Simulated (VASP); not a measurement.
# GeBr4 in VASP: single point with PBE

Aim: the single point of GeBr4 with PBE.

All numbers are computed with VASP 6.6.1; they aren't measurements. Logs are shortened: lines on timing, memory, paths and dates and some standing lists are left out, and cuts for length are marked.

### 1 The cell of the first run

The cell holds a sheet with vacuum, 10 atoms: a = 10.663 Å, b = 5.315 Å, c = 33.837 Å, α = 90.00°, β = 90.00°, γ = 87.71°.

### 2 Single point, PBE

Input file INCAR:

```
ALGO = Normal
DIPOL = 0.5 0.5 0.296
EDIFF = 1E-6
ENCUT = 410
GGA = PE
GGA_COMPAT = F
IDIPOL = 3
ISIF = 2
ISMEAR = 0
LASPH = T
LCHARG = F
LDIPOL = T
LREAL = F
LWAVE = F
NBANDS = 53
NELM = 120
NELMDL = -8
PREC = Accurate
SIGMA = 0.2
```

Input file KPOINTS:

```
k-points
0
Gamma
  2 4 1
```

Input file POSCAR:

```
GeBr4
1.0
   10.6607214186      0.2127755548      0.0000000000
    0.1063877774      5.3134590055      0.0000000000
    0.0000000000      0.0000000000     33.8374384000
Ge Br
2 8
Direct
    0.0115482564     -0.0090257874      0.2919558812
    0.4784443119     -0.0152017510      0.2964053737
    0.5091502648      0.0262564687      0.2251479641
   -0.0139883380      0.0120269513      0.2267902080
    0.4861775604      0.0223043708      0.3646810973
    0.0046275473      0.0006563386      0.3675880045
    0.0170960404      0.4809196251      0.2960911881
    0.5000052018      0.4741446797      0.2962980410
    0.2590782506      0.0154780190      0.2936723001
    0.7478609043     -0.0075589147      0.2966763933
```

Potentials or basis: VASP PAW PBE potentials, release 64 (Ge_d, Br).

Started as:

```bash
$ cat potpaw_PBE.64/Ge_d/POTCAR potpaw_PBE.64/Br/POTCAR > POTCAR
$ mpirun -np 1 vasp_std > vasp.out
```

OUTCAR:

```text
EDIFF = 1E-6
   ENCUT = 410
   GGA = PE
   ISIF = 2
   ISMEAR = 0
   LASPH = T
   LREAL = F
   NELM = 120
   NELMDL = -8
   PREC = Accurate

 ion  position               nearest neighbor table
   1  0.012  0.991  0.292-   4 2.22   6 2.56   7 2.61   9 2.65   7 2.71  10 2.82
   2  0.478  0.985  0.296-   5 2.32   9 2.34   3 2.44   8 2.62   8 2.71
   3  0.509  0.026  0.225-   2 2.44
   4  0.986  0.012  0.227-   1 2.22
   5  0.486  0.022  0.365-   2 2.32
   6  0.005  0.001  0.368-   1 2.56
   7  0.017  0.481  0.296-   1 2.61   1 2.71
   8  0.500  0.474  0.296-   2 2.62   2 2.71
   9  0.259  0.015  0.294-   2 2.34   1 2.65
  10  0.748  0.992  0.297-   1 2.82

  LATTYP: Found a simple monoclinic cell.
 ALAT       =     5.3145239638
 B/A-ratio  =     6.3669744704
 C/A-ratio  =     2.0063593006
 COS(beta)  =    -0.0399651818

  Lattice vectors:

 A1 = (   0.1063877774,   5.3134590055,   0.0000000000)
 A2 = (   0.0000000000,   0.0000000000, -33.8374384000)
 A3 = ( -10.6607214186,  -0.2127755548,   0.0000000000)

Analysis of symmetry for initial positions (statically):
=====================================================================
 Subroutine PRICEL returns:
 Original cell was already a primitive cell.

 Routine SETGRP: Setting up the symmetry group for a
 simple monoclinic supercell.

 Subroutine GETGRP returns: Found  1 space group operations
 (whereof  1 operations were pure point group operations)
 out of a pool of  4 trial point group operations.

The static configuration has the point symmetry C_1 .

Analysis of symmetry for dynamics (positions and initial velocities):
=====================================================================
 Subroutine PRICEL returns:
 Original cell was already a primitive cell.

 Routine SETGRP: Setting up the symmetry group for a
 simple monoclinic supercell.

 Subroutine GETGRP returns: Found  1 space group operations
 (whereof  1 operations were pure point group operations)
 out of a pool of  4 trial point group operations.

The dynamic configuration has the point symmetry C_1 .

 Subroutine INISYM returns: Found  1 space group operations
 (whereof  1 operations are pure point group operations),
 and found     1 'primitive' translations

----------------------------------------------------------------------------------------

                                     Primitive cell

  volume of cell :    1915.9661

  direct lattice vectors                    reciprocal lattice vectors
    10.660721419  0.212775555  0.000000000     0.093839783 -0.001878890  0.000000000
     0.106387777  5.313459006  0.000000000    -0.003757780  0.188276560  0.000000000
     0.000000000  0.000000000 33.837438400     0.000000000  0.000000000  0.029553065

  length of vectors
    10.662844583  5.314523964 33.837438400     0.093858591  0.188314056  0.029553065

  position of ions in fractional coordinates (direct lattice)
     0.011548256  0.990974213  0.291955881
     0.478444312  0.984798249  0.296405374
     0.509150265  0.026256469  0.225147964
     0.986011662  0.012026951  0.226790208
     0.486177560  0.022304371  0.364681097
     0.004627547  0.000656339  0.367588004
     0.017096040  0.480919625  0.296091188
     0.500005202  0.474144680  0.296298041
     0.259078251  0.015478019  0.293672300
     0.747860904  0.992441085  0.296676393

  ion indices of the primitive-cell ions
   primitive index   ion index
                 1           1
                 2           2
                 3           3
                 4           4
                 5           5
                 6           6
                 7           7
                 8           8
                 9           9
                10          10

----------------------------------------------------------------------------------------

 KPOINTS: k-points

Automatic generation of k-mesh.
 Grid dimensions read from file:
 generate k-points for:    2    4    1

 Generating k-lattice:

  Cartesian coordinates                     Fractional coordinates (reciprocal lattice)
     0.046919891 -0.000939445  0.000000000     0.500000000  0.000000000  0.000000000
    -0.000939445  0.047069140  0.000000000     0.000000000  0.250000000  0.000000000
     0.000000000  0.000000000  0.029553065     0.000000000  0.000000000  1.000000000

  Length of vectors
     0.046929295  0.047078514  0.029553065

  Shift w.r.t. Gamma in fractional coordinates (k-lattice)
     0.000000000  0.000000000  0.000000000

 Subroutine IBZKPT returns following result:
 ===========================================

 Found      6 irreducible k-points:

 Following reciprocal coordinates:
            Coordinates               Weight
  0.000000  0.000000  0.000000      1.000000
  0.500000  0.000000  0.000000      1.000000
 -0.000000  0.250000  0.000000      2.000000
  0.500000  0.250000  0.000000      2.000000
 -0.000000  0.500000  0.000000      1.000000
  0.500000  0.500000  0.000000      1.000000
   k-points           NKPTS =      6   k-points in BZ     NKDIM =      6   number of bands    NBANDS=     53
   number of dos      NEDOS =    301   number of ions     NIONS =     10
   total plane-waves  NPLWV = 564480
   dimension x,y,z NGX =    70 NGY =   36 NGZ =  224
   dimension x,y,z NGXF=   140 NGYF=   72 NGZF=  448
   ions per type =               2   8
   NGX,Y,Z   is equivalent  to a cutoff of  10.91, 11.26, 11.01 a.u.
   NGXF,Y,Z  is equivalent  to a cutoff of  21.83, 22.52, 22.01 a.u.
 SYSTEM =  unknown system
   PREC   = accura    normal or accurate (medium, high low for compatibility)
   ISTART =      0    job   : 0-new  1-cont  2-samecut
   ICHARG =      2    charge: 1-file 2-atom 10-const
   ISPIN  =      1    spin polarized calculation?
   LNONCOLLINEAR =      F non collinear calculations
   LSORBIT =      F    spin-orbit coupling
   LASPH  =      T    aspherical Exc in radial PAW
   ENCUT  =  410.0 eV  30.13 Ry    5.49 a.u.  17.60  8.77 55.87*2*pi/ulx,y,z
   NELM   =    120;   NELMIN=  2; NELMDL= -8     # of ELM steps
   EDIFF  = 0.1E-05   stopping-criterion for ELM
   LREAL  =      F    real-space projection
[... 7 lines left out ...]
   TEBEG  =    0.0;   TEEND  =   0.0 temperature during run
   PSTRESS=    0.0 pullay stress
   NELECT =      84.0000    total number of electrons
   NUPDOWN=      -1.0000    fix difference up-down
   EMIN   =  10.00;   EMAX   =-10.00  energy-range for DOS
   EFERMI =   0.00;   METHOD = LEGACY
   ISMEAR =     0;   SIGMA  =   0.20  broadening in eV -4-tet -1-fermi 0-gaus
   EFERMI_NEDOS =   21; number of points for ismear=-14 and -15
   IALGO  =     38    algorithm
   IMIX   =      4    mixing-type and parameters
     AMIX     =   0.40;   BMIX     =  1.00
     AMIX_MAG =   1.60;   BMIX_MAG =  1.00
  volume/ion in A,a.u.               =     191.60      1292.96
  Fermi-wavevector in a.u.,A,eV,Ry     =   0.577261  1.090865  4.533868  0.333230
  Thomas-Fermi vector in A             =   1.620093
   LORBIT       =      0    0 simple, 1 ext, 2 COOP (PROOUT), +10 PAW based schemes
   GGA     = PE    functional components
   LHFCALC =     F    Hartree Fock is set to
   AEXX    =    0.0000 exact exchange contribution
   IVDW    =     0    specifies the selected vdW correction
   LEPSILON=     F    determine dielectric tensor
   LRPA    =     F    only Hartree local field effects (RPA)
 non-spin polarized calculation
 Gauss-broadening in eV      SIGMA  =   0.20
  energy-cutoff  :      410.00
  volume of cell :     1915.97
 maximum number of plane-waves:     36138
   NGX = 35   NGY = 17   NGZ =111

 dipolmoment           0.000000      0.000000     -0.000000 electrons x Angstroem

 number of electron      84.0000016 magnetization

 dipolmoment           0.000000      0.000000      0.072769 electrons x Angstroem

 Free energy of the ion-electron system (eV)
  ---------------------------------------------------
  ext. energy  EPLUGINS =         0.00000000
  ---------------------------------------------------
  free energy    TOTEN  =       -23.89735926 eV

  energy without entropy =      -23.75678878  energy(sigma->0) =      -23.82707402

 E-fermi :  -5.3538     XC(G=0):  -1.6938

 val. band max:       -5.4641877630   @ k =   0.0000   0.0000   0.0000
 cond. band min:      -5.3287981986   @ k =   0.5000   0.0000   0.0000
 fundamental gap:      0.1353895643
 Fermi energy:        -5.3537795132

 k-point     1 :       0.0000    0.0000    0.0000
  band No.  band energies     occupation
      1     -30.6954      2.00000
      2     -30.6612      2.00000
      3     -30.6603      2.00000
      4     -30.6413      2.00000
      5     -30.6169      2.00000
      6     -30.6032      2.00000
[... 45 lines left out ...]
     52       1.2299      0.00000
     53       1.3097      0.00000

 k-point     2 :       0.5000    0.0000    0.0000
  band No.  band energies     occupation
      1     -30.6954      2.00000
      2     -30.6613      2.00000
      3     -30.6603      2.00000
      4     -30.6413      2.00000
      5     -30.6169      2.00000
      6     -30.6032      2.00000
[... 45 lines left out ...]
     52       1.2086      0.00000
     53       1.2952      0.00000

 k-point     3 :      -0.0000    0.2500    0.0000
  band No.  band energies     occupation
      1     -30.6948      2.00000
      2     -30.6608      2.00000
      3     -30.6603      2.00000
      4     -30.6413      2.00000
      5     -30.6167      2.00000
      6     -30.6029      2.00000
[... 45 lines left out ...]
     52       1.3497      0.00000
     53       1.4177      0.00000

 k-point     4 :       0.5000    0.2500    0.0000
  band No.  band energies     occupation
      1     -30.6948      2.00000
      2     -30.6608      2.00000
      3     -30.6603      2.00000
      4     -30.6413      2.00000
      5     -30.6167      2.00000
      6     -30.6029      2.00000
[... 45 lines left out ...]
     52       1.0753      0.00000
     53       1.4529      0.00000

 k-point     5 :      -0.0000    0.5000    0.0000
  band No.  band energies     occupation
      1     -30.6943      2.00000
      2     -30.6604      2.00000
      3     -30.6603      2.00000
      4     -30.6414      2.00000
      5     -30.6165      2.00000
      6     -30.6026      2.00000
[... 45 lines left out ...]
     52       1.6018      0.00000
     53       1.6711      0.00000

 k-point     6 :       0.5000    0.5000    0.0000
  band No.  band energies     occupation
      1     -30.6943      2.00000
      2     -30.6603      2.00000
      3     -30.6603      2.00000
      4     -30.6414      2.00000
      5     -30.6165      2.00000
      6     -30.6026      2.00000
[... 45 lines left out ...]
     52       1.7312      0.00000
     53       1.9693      0.00000

------------------------ aborting loop because EDIFF is reached ----------------------------------------

 vacuum level on the upper side and lower side of the slab       (xc-potential included)         0.110        -0.118

  FORCE on cell =-STRESS in cart. coord.  units (eV):
  Direction    XX          YY          ZZ          XY          YZ          ZX
  --------------------------------------------------------------------------------------
  -------------------------------------------------------------------------------------
  Total        3.2676948      0.2205912      2.5824187     -0.4470574      0.2167136      0.9364892
  in kB        2.7325257      0.1844637      2.1594812     -0.3738403      0.1812212      0.7831150
  external PRESSURE =       1.6921569 kB  Pullay stress =       0.0000000 kB

 VOLUME and BASIS-vectors are now :
 -----------------------------------------------------------------------------
  energy-cutoff  :      410.00
  volume of cell :     1915.97
      direct lattice vectors                 reciprocal lattice vectors
    10.660721419  0.212775555  0.000000000     0.093839783 -0.001878890  0.000000000
     0.106387777  5.313459006  0.000000000    -0.003757780  0.188276560  0.000000000
     0.000000000  0.000000000 33.837438400     0.000000000  0.000000000  0.029553065

 POSITION                                       TOTAL-FORCE (eV/Angst)
 -----------------------------------------------------------------------------------
      0.22854      5.26796      9.87904        -0.960277     -0.122434      2.245623
      5.20533      5.33449     10.02960         1.133256     -0.367835     -0.743388
      5.43070      0.24785      7.61843        -0.012639     -0.358511      0.281601
     10.51288      0.27370      7.67400         0.018401     -0.157068     -1.822621
      5.18538      0.22196     12.33987         0.231712     -0.305533      0.590290
      0.04940      0.00447     12.43824         0.075823     -0.131104     -0.776167
      0.23342      2.55898     10.01897         0.015811      0.396014      0.277001
      5.38086      2.62574     10.02597         0.187247      1.054562     -0.030362
      2.76361      0.13737      9.93712        -0.926725      0.069910     -0.152712
      8.07832      5.43242     10.03877         0.237391     -0.078001      0.130734
 -----------------------------------------------------------------------------------
    total drift:                               -0.000468      0.000656      0.004412

  FREE ENERGIE OF THE ION-ELECTRON SYSTEM (eV)
  ---------------------------------------------------
  free  energy   TOTEN  =       -23.8973592636 eV

  energy  without entropy=      -23.7567887848  energy(sigma->0) =      -23.82707402

 vacuum level on the upper side and lower side of the slab         1.174         0.941
```

It took 20 min on 1 thread of Intel Xeon Platinum 8375C at 2.90GHz (Ice Lake), shared host; peak memory 1.1 GiB.

What came out:

* Free energy: -23.8974 eV
* Largest force: 2.445 eV/Å
* Band gap on the k mesh: zero (filled and empty bands touch)

Forces in eV/Å, atoms in the order of the input:
```
Ge  -0.960 -0.122  2.246
Ge   1.133 -0.368 -0.743
Br  -0.013 -0.359  0.282
Br   0.018 -0.157 -1.823
Br   0.232 -0.306  0.590
Br   0.076 -0.131 -0.776
Br   0.016  0.396  0.277
Br   0.187  1.055 -0.030
Br  -0.927  0.070 -0.153
Br   0.237 -0.078  0.131
```

Levels at points of the mesh, in eV from the Fermi level:
| k point | band 39 | band 40 | band 41 | band 42 | band 43 | band 44 | band 45 | band 46 |
| --- | --- | --- | --- | --- | --- | --- | --- | --- |
| (0.00, 0.00, 0.00) | -0.75 | -0.73 | -0.55 | -0.15 | -0.11 | 0.88 | 2.73 | 5.41 |
| (0.50, 0.00, 0.00) | -0.73 | -0.71 | -0.63 | -0.22 | 0.02 | 0.38 | 4.20 | 5.43 |
| (0.00, 0.50, 0.00) | -0.22 | -0.14 | -0.13 | -0.11 | 0.88 | 1.71 | 2.29 | 2.37 |
| (0.50, 0.50, 0.00) | -0.34 | -0.22 | -0.21 | -0.13 | 0.93 | 1.25 | 2.35 | 2.54 |

The gap in the log of VASP goes by the Fermi energy; the results here count the filled bands.